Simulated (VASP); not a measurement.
## SiO2: single point with PBEsol+D3(BJ)

Crystal: SiO2.

```
CELL_PARAMETERS angstrom
-2.32559 2.32559 3.66757
2.32559 -2.32559 3.66757
2.32559 2.32559 -3.66757
ATOMIC_POSITIONS crystal
Si 0.00000 0.00000 0.00000
Si 0.75000 0.25000 0.50000
O 0.99838 0.62500 0.87338
O 0.37500 0.24838 0.37338
O 0.75162 0.12500 0.12662
O 0.87500 0.00162 0.62662
```

```yaml
Program: VASP 6.6.1
Task: single point
Functional: PBEsol
Dispersion: D3(BJ)
Potentials_or_basis: VASP PAW PBE potentials, release 64 (Si, O)
Cutoff: 520 eV
k_mesh: 6 × 6 × 6
Occupations: gaussian, width 0.01 eV
Spin: no spin polarisation
```

* Pressure: 12.4 GPa
* Largest force: 0.908 eV/Å
* Band gap on the k mesh: 6.36 eV
* Dispersion energy per atom: -0.107 eV

Forces in eV/Å, atoms in the order of the input:
```
Si   0.000  0.000  0.000
Si   0.000  0.000  0.000
O    0.000  0.908  0.000
O    0.908  0.000  0.000
O    0.000 -0.908  0.000
O   -0.908  0.000  0.000
```

Stress tensor (GPa, compression positive):
```
12.92  0.00  0.00
 0.00 12.92  0.00
 0.00  0.00 11.35
```

Levels at points of the mesh, in eV from the valence-band top:
```
           k point  band 12  band 13  band 14  band 15  band 16  band 17  band 18  band 19  band 20  band 21
(0.00, 0.00, 0.00)    -1.45    -1.41    -1.01     0.00     0.00     6.36     8.78    11.65    11.65    12.14
(0.50, 0.00, 0.00)    -1.55    -1.38    -0.70    -0.31    -0.20     8.90     9.45    10.21    10.59    11.67
(0.50, 0.50, 0.00)    -2.04    -0.82    -0.82    -0.24    -0.24     9.81     9.81    10.63    10.63    11.71
(0.50, 0.50, 0.50)    -2.07    -1.57    -1.57    -0.13    -0.13     9.32     9.32     9.97     9.97    13.07
```

Wall time 46 s on 1 thread of Intel(R) Xeon(R) 6975P-C (Granite Rapids) (shared host), peak memory 0.25 GiB.

Caveat: the cell stands under pressure; the PAW data sets were made with another functional, which shifts forces and pressure a little. A k mesh can miss the band edges.
